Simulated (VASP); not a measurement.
# KCl in VASP: further runs

Aim: see how the results for KCl move with the level of theory and the settings. Levels: PBE, r2SCAN. Tasks: single point.

Everything below comes from runs of VASP 6.6.1. Logs are shortened: lines on timing, memory, paths and dates and some standing lists are left out, and cuts for length are marked.

## (1) The cell of the first run

The structure is cubic, space group Fm-3m (No. 225). The conventional cell has a = 6.522 Å, b = 6.522 Å, c = 6.522 Å, α = 90.00°, β = 90.00°, γ = 90.00°. K (site symmetry m-3m) has 6 Cl at 3.26 Å within 4.3 Å. Cl (site symmetry m-3m) has 6 K at 3.26 Å within 4.3 Å.

## (2) Single point, PBE (strain +3.7%)

Contents of INCAR:

```
PREC = Accurate ; ENCUT = 520
EDIFF = 1E-6 ; ISMEAR = -1
SIGMA = 0.02 ; LREAL = False
LASPH = True ; NELM = 80
ALGO = Normal ; ISIF = 2
LWAVE = False ; LCHARG = True
GGA = PE ; LELF = True
LVHAR = True ; NBANDS = 15
```

Contents of KPOINTS:

```
Automatic mesh
0
Gamma
  8 8 8
```

Contents of POSCAR:

```
KCl
1.0
    0.0000000000      3.2608932252      3.2608932252
    3.2608932252      0.0000000000      3.2608932252
    3.2608932252      3.2608932252      0.0000000000
K Cl
1 1
Direct
    0.0000000000      0.0000000000      0.0000000000
    0.5000000000      0.5000000000      0.5000000000
```

Potentials or basis: VASP PAW PBE potentials, release 64 (K_sv, Cl).

On the command line:

```
cat potpaw_PBE.64/K_sv/POTCAR potpaw_PBE.64/Cl/POTCAR > POTCAR
mpirun -np 1 vasp_std > vasp.out
```

OUTCAR:

```text
PREC = Accurate
   ENCUT = 520
   EDIFF = 1E-6
   ISMEAR = -1
   LREAL = False
   LASPH = True
   NELM = 80
   ISIF = 2
   GGA = PE

 ion  position               nearest neighbor table
   1  0.000  0.000  0.000-
   2  0.500  0.500  0.500-

  LATTYP: Found a face centered cubic cell.
 ALAT       =     6.5217864504

  Lattice vectors:

 A1 = (   0.0000000000,   3.2608932252,   3.2608932252)
 A2 = (   3.2608932252,   0.0000000000,   3.2608932252)
 A3 = (   3.2608932252,   3.2608932252,   0.0000000000)

Analysis of symmetry for initial positions (statically):
=====================================================================
 Subroutine PRICEL returns:
 Original cell was already a primitive cell.

 Routine SETGRP: Setting up the symmetry group for a
 face centered cubic supercell.

 Subroutine GETGRP returns: Found 48 space group operations
 (whereof 48 operations were pure point group operations)
 out of a pool of 48 trial point group operations.

The static configuration has the point symmetry O_h .

Analysis of symmetry for dynamics (positions and initial velocities):
=====================================================================
 Subroutine PRICEL returns:
 Original cell was already a primitive cell.

 Routine SETGRP: Setting up the symmetry group for a
 face centered cubic supercell.

 Subroutine GETGRP returns: Found 48 space group operations
 (whereof 48 operations were pure point group operations)
 out of a pool of 48 trial point group operations.

The dynamic configuration has the point symmetry O_h .

 Subroutine INISYM returns: Found 48 space group operations
 (whereof 48 operations are pure point group operations),
 and found     1 'primitive' translations

----------------------------------------------------------------------------------------

                                     Primitive cell

  volume of cell :      69.3489

  direct lattice vectors                    reciprocal lattice vectors
     0.000000000  3.260893225  3.260893225    -0.153332221  0.153332221  0.153332221
     3.260893225  0.000000000  3.260893225     0.153332221 -0.153332221  0.153332221
     3.260893225  3.260893225  0.000000000     0.153332221  0.153332221 -0.153332221

  length of vectors
     4.611599425  4.611599425  4.611599425     0.265579197  0.265579197  0.265579197

  position of ions in fractional coordinates (direct lattice)
     0.000000000  0.000000000  0.000000000
     0.500000000  0.500000000  0.500000000

  ion indices of the primitive-cell ions
   primitive index   ion index
                 1           1
                 2           2

----------------------------------------------------------------------------------------

 KPOINTS: Automatic mesh

Automatic generation of k-mesh.
 Grid dimensions read from file:
 generate k-points for:    8    8    8

 Generating k-lattice:

  Cartesian coordinates                     Fractional coordinates (reciprocal lattice)
    -0.019166528  0.019166528  0.019166528     0.125000000  0.000000000  0.000000000
     0.019166528 -0.019166528  0.019166528     0.000000000  0.125000000  0.000000000
     0.019166528  0.019166528 -0.019166528     0.000000000  0.000000000  0.125000000

  Length of vectors
     0.033197400  0.033197400  0.033197400

  Shift w.r.t. Gamma in fractional coordinates (k-lattice)
     0.000000000  0.000000000  0.000000000

 Subroutine IBZKPT returns following result:
 ===========================================

 Found     29 irreducible k-points:

 Following reciprocal coordinates:
            Coordinates               Weight
  0.000000  0.000000  0.000000      1.000000
  0.125000  0.000000  0.000000      8.000000
  0.250000  0.000000  0.000000      8.000000
  0.375000  0.000000  0.000000      8.000000
  0.500000  0.000000  0.000000      4.000000
  0.125000  0.125000  0.000000      6.000000
[... 16 lines left out ...]
  0.500000  0.250000  0.125000     48.000000
 -0.375000  0.250000  0.125000     24.000000
 [... further k-points ...]
   k-points           NKPTS =     29   k-points in BZ     NKDIM =     29   number of bands    NBANDS=     15
   number of dos      NEDOS =    301   number of ions     NIONS =      2
   total plane-waves  NPLWV =  46656
   dimension x,y,z NGX =    36 NGY =   36 NGZ =   36
   dimension x,y,z NGXF=    72 NGYF=   72 NGZF=   72
   ions per type =               1   1
   NGX,Y,Z   is equivalent  to a cutoff of  12.98, 12.98, 12.98 a.u.
   NGXF,Y,Z  is equivalent  to a cutoff of  25.96, 25.96, 25.96 a.u.
 SYSTEM =  unknown system
   PREC   = accura    normal or accurate (medium, high low for compatibility)
   ISTART =      0    job   : 0-new  1-cont  2-samecut
   ICHARG =      2    charge: 1-file 2-atom 10-const
   ISPIN  =      1    spin polarized calculation?
   LNONCOLLINEAR =      F non collinear calculations
   LSORBIT =      F    spin-orbit coupling
   LASPH  =      T    aspherical Exc in radial PAW
   ENCUT  =  520.0 eV  38.22 Ry    6.18 a.u.   8.57  8.57  8.57*2*pi/ulx,y,z
   NELM   =     80;   NELMIN=  2; NELMDL= -5     # of ELM steps
   EDIFF  = 0.1E-05   stopping-criterion for ELM
   LREAL  =      F    real-space projection
   EDIFFG = 0.1E-04   stopping-criterion for IOM
   NSW    =      0    number of steps for IOM
   IBRION =     -1    ionic relax: 0-MD 1-quasi-New 2-CG
   NFREE  =      0    steps in history (QN), initial steepest desc. (CG)
   ISIF   =      2    stress and relaxation
   ISYM   =      2    0-nonsym 1-usesym 2-fastsym
   POTIM  = 0.5000    time-step for ionic-motion
   TEBEG  =    0.0;   TEEND  =   0.0 temperature during run
   PSTRESS=    0.0 pullay stress
   NELECT =      16.0000    total number of electrons
   NUPDOWN=      -1.0000    fix difference up-down
   EMIN   =  10.00;   EMAX   =-10.00  energy-range for DOS
   EFERMI =   0.00;   METHOD = LEGACY
   ISMEAR =    -1;   SIGMA  =   0.02  broadening in eV -4-tet -1-fermi 0-gaus
   EFERMI_NEDOS =   21; number of points for ismear=-14 and -15
   IALGO  =     38    algorithm
   IMIX   =      4    mixing-type and parameters
     AMIX     =   0.40;   BMIX     =  1.00
     AMIX_MAG =   1.60;   BMIX_MAG =  1.00
  volume/ion in A,a.u.               =      34.67       233.99
  Fermi-wavevector in a.u.,A,eV,Ry     =   1.004080  1.897436 13.717072  1.008176
  Thomas-Fermi vector in A             =   2.136673
   LORBIT       =      0    0 simple, 1 ext, 2 COOP (PROOUT), +10 PAW based schemes
   GGA     = PE    functional components
   LHFCALC =     F    Hartree Fock is set to
   AEXX    =    0.0000 exact exchange contribution
   IVDW    =     0    specifies the selected vdW correction
   LEPSILON=     F    determine dielectric tensor
   LRPA    =     F    only Hartree local field effects (RPA)
 non-spin polarized calculation
  energy-cutoff  :      520.00
  volume of cell :       69.35
 maximum number of plane-waves:      1893
 NGX is ok and might be reduce to    36
   NGX = 17   NGY = 17   NGZ = 17

 number of electron      16.0000002 magnetization

 Free energy of the ion-electron system (eV)
  ---------------------------------------------------
  ext. energy  EPLUGINS =         0.00000000
  ---------------------------------------------------
  free energy    TOTEN  =        -6.79916874 eV

  energy without entropy =       -6.79916874  energy(sigma->0) =       -6.79916874

 E-fermi :  -1.7458     XC(G=0):  -7.1120

 val. band max:       -2.2334306218   @ k =   0.0000   0.0000   0.0000
 cond. band min:       2.6043757044   @ k =   0.0000   0.0000   0.0000
 fundamental gap:      4.8378063262
 Fermi energy:        -1.7457530143

 k-point     1 :       0.0000    0.0000    0.0000
  band No.  band energies     occupation
      1     -29.7072      2.00000
      2     -14.2421      2.00000
      3     -13.1652      2.00000
      4     -13.1652      2.00000
      5     -13.1652      2.00000
      6      -2.2334      2.00000
      7      -2.2334      2.00000
      8      -2.2334      2.00000
      9       2.6044      0.00000
     10       6.0647      0.00000
     11       6.0647      0.00000
     12       6.0647      0.00000
     13       6.8844      0.00000
     14       6.8844      0.00000
     15      10.3530      0.00000

 k-point     2 :       0.1250    0.0000    0.0000
  band No.  band energies     occupation
      1     -29.7063      2.00000
      2     -14.2680      2.00000
      3     -13.1662      2.00000
      4     -13.1662      2.00000
      5     -13.1337      2.00000
      6      -2.3912      2.00000
      7      -2.2718      2.00000
      8      -2.2718      2.00000
      9       2.9419      0.00000
     10       5.9388      0.00000
     11       6.2398      0.00000
     12       6.2398      0.00000
     13       7.0615      0.00000
     14       7.0615      0.00000
     15      10.8690      0.00000

 k-point     3 :       0.2500    0.0000    0.0000
  band No.  band energies     occupation
      1     -29.7042      2.00000
      2     -14.3252      2.00000
      3     -13.1688      2.00000
      4     -13.1688      2.00000
      5     -13.0626      2.00000
      6      -2.7229      2.00000
      7      -2.3617      2.00000
      8      -2.3617      2.00000
      9       3.7649      0.00000
     10       5.7885      0.00000
     11       6.7363      0.00000
     12       6.7363      0.00000
     13       7.5506      0.00000
     14       7.5506      0.00000
     15      10.6994      0.00000
[... 343 lines left out ...]
 k-point    23 :       0.5000    0.2500    0.1250
  band No.  band energies     occupation
      1     -29.7010      2.00000
      2     -14.3225      2.00000
      3     -13.1995      2.00000
      4     -13.1810      2.00000
      5     -13.0480      2.00000
      6      -2.9124      2.00000
      7      -2.5151      2.00000
      8      -2.4715      2.00000
      9       5.0510      0.00000
     10       5.4772      0.00000
     11       7.4518      0.00000
     12       7.6984      0.00000
     13       8.0083      0.00000
     14       8.4236      0.00000
     15       9.0808      0.00000

 k-point    24 :      -0.3750    0.2500    0.1250
  band No.  band energies     occupation
      1     -29.7003      2.00000
      2     -14.3263      2.00000
      3     -13.2009      2.00000
      4     -13.1868      2.00000
      5     -13.0406      2.00000
      6      -2.9419      2.00000
      7      -2.5686      2.00000
      8      -2.4976      2.00000
      9       5.3470      0.00000
     10       5.8020      0.00000
     11       7.3445      0.00000
     12       7.5075      0.00000
     13       8.2929      0.00000
     14       9.0589      0.00000
     15       9.1116      0.00000

 [... further k-points ...]
[... 5 lines left out ...]
  --------------------------------------------------------------------------------------
  -------------------------------------------------------------------------------------
  Total       -0.3906140     -0.3906140     -0.3906140      0.0000000      0.0000000      0.0000000
  in kB       -9.0244055     -9.0244055     -9.0244055      0.0000000      0.0000000      0.0000000
  external PRESSURE =      -9.0244055 kB  Pullay stress =       0.0000000 kB

 VOLUME and BASIS-vectors are now :
 -----------------------------------------------------------------------------
  energy-cutoff  :      520.00
  volume of cell :       69.35
      direct lattice vectors                 reciprocal lattice vectors
     0.000000000  3.260893225  3.260893225    -0.153332221  0.153332221  0.153332221
     3.260893225  0.000000000  3.260893225     0.153332221 -0.153332221  0.153332221
     3.260893225  3.260893225  0.000000000     0.153332221  0.153332221 -0.153332221

 POSITION                                       TOTAL-FORCE (eV/Angst)
 -----------------------------------------------------------------------------------
      0.00000      0.00000      0.00000         0.000000     -0.000000     -0.000000
      3.26089      3.26089      3.26089        -0.000000      0.000000      0.000000
 -----------------------------------------------------------------------------------
    total drift:                                0.000000      0.000000      0.000000

  FREE ENERGIE OF THE ION-ELECTRON SYSTEM (eV)
  ---------------------------------------------------
  free  energy   TOTEN  =        -6.7991687397 eV

  energy  without entropy=       -6.7991687397  energy(sigma->0) =       -6.79916874
```

It took 24 s on 1 thread of Intel Xeon 6975P-C, shared host; peak memory 0.21 GiB.

Results:

```yaml
Free_energy: -6.7992 eV
Pressure: -0.9 GPa
Band_gap_on_the_k_mesh: 4.84 eV, direct
```

Levels at points of the mesh, in eV from the valence-band top:
```tsv
k point	band 6	band 7	band 8	band 9	band 10	band 11
(0.00, 0.00, 0.00)	0.00	0.00	0.00	4.84	8.30	8.30
(0.50, 0.00, 0.00)	-0.88	-0.25	-0.25	7.27	8.16	10.16
(0.50, 0.50, 0.00)	-0.58	-0.20	-0.20	6.59	7.87	9.45
```

Caveat: the cell differs from its parent crystal (strain +3.7%). A k mesh can miss the band edges.

## (3) Single point, r2SCAN (strain +3.7%)

POSCAR is that of step 2.

Contents of INCAR.step1:

```
SYSTEM = KCl
ALGO = Normal ; EDIFF = 1E-4
ENCUT = 520 ; GGA = PE
ISMEAR = 0 ; LASPH = .True.
LCHARG = .False. ; LREAL = .False.
LWAVE = .True. ; NBANDS = 15
NELM = 60 ; PREC = Accurate
SIGMA = 0.01
```

Contents of INCAR.step2:

```
SYSTEM = KCl
ALGO = Normal ; EDIFF = 1E-6
ENCUT = 520 ; ISIF = 2
ISMEAR = 0 ; ISTART = 1
LASPH = .True. ; LCHARG = .True.
LELF = .True. ; LMIXTAU = .True.
LREAL = .False. ; LVHAR = .True.
LWAVE = .False. ; METAGGA = R2SCAN
NBANDS = 15 ; NELM = 60
PREC = Accurate ; SIGMA = 0.01
```

Contents of KPOINTS:

```
k-points
0
Gamma
  8 8 8
  0 0 0
```

Potentials or basis: VASP PAW PBE potentials, release 64 (K_sv, Cl).

On the command line:

```
cat potpaw_PBE.64/K_sv/POTCAR potpaw_PBE.64/Cl/POTCAR > POTCAR
cp INCAR.step1 INCAR
mpirun -np 1 vasp_std > vasp.out
cp INCAR.step2 INCAR
mpirun -np 1 vasp_std > vasp.out
```

OUTCAR:

```text
SYSTEM = KCl
   EDIFF = 1E-6
   ENCUT = 520
   ISIF = 2
   ISMEAR = 0
   ISTART = 1
   LASPH = .True.
   LREAL = .False.
   METAGGA = R2SCAN
   NELM = 60
   PREC = Accurate

 ion  position               nearest neighbor table
   1  0.000  0.000  0.000-
   2  0.500  0.500  0.500-

  LATTYP: Found a face centered cubic cell.
 ALAT       =     6.5217864504

  Lattice vectors:

 A1 = (   0.0000000000,   3.2608932252,   3.2608932252)
[... 608 lines left out ...]
      8      -2.9123      2.00000
      9       5.4875      0.00000
     10       5.9865      0.00000
     11       7.8173      0.00000
     12       7.9121      0.00000
     13       8.6925      0.00000
     14       9.5771      0.00000
     15       9.5903      0.00000

 [... further k-points ...]
[... 5 lines left out ...]
  --------------------------------------------------------------------------------------
  -------------------------------------------------------------------------------------
  Total       -0.6985813     -0.6985813     -0.6985813      0.0000000     -0.0000000      0.0000000
  in kB      -16.1394159    -16.1394159    -16.1394159      0.0000000     -0.0000000      0.0000000
  external PRESSURE =     -16.1394159 kB  Pullay stress =       0.0000000 kB

 VOLUME and BASIS-vectors are now :
 -----------------------------------------------------------------------------
  energy-cutoff  :      520.00
  volume of cell :       69.35
      direct lattice vectors                 reciprocal lattice vectors
     0.000000000  3.260893225  3.260893225    -0.153332221  0.153332221  0.153332221
     3.260893225  0.000000000  3.260893225     0.153332221 -0.153332221  0.153332221
     3.260893225  3.260893225  0.000000000     0.153332221  0.153332221 -0.153332221

 POSITION                                       TOTAL-FORCE (eV/Angst)
 -----------------------------------------------------------------------------------
      0.00000      0.00000      0.00000        -0.000000     -0.000000     -0.000000
      3.26089      3.26089      3.26089         0.000000      0.000000      0.000000
 -----------------------------------------------------------------------------------
    total drift:                                0.000000      0.000000      0.000000

  FREE ENERGIE OF THE ION-ELECTRON SYSTEM (eV)
  ---------------------------------------------------
  free  energy   TOTEN  =       -16.4691356200 eV

  energy  without entropy=      -16.4691356200  energy(sigma->0) =      -16.46913562
```

Run time: 1.7 min. Hardware: 1 thread of Intel Xeon 6975P-C, shared host; peak memory 0.23 GiB.

What came out:

- Free energy: -16.4691 eV
- Pressure: -1.6 GPa
- Band gap on the k mesh: 5.47 eV, direct

Caveat: the cell differs from its parent crystal (strain +3.7%); the PAW data sets were made with another functional, which shifts forces and pressure a little. A k mesh can miss the band edges.

(Part 1 of 3 ends here.)
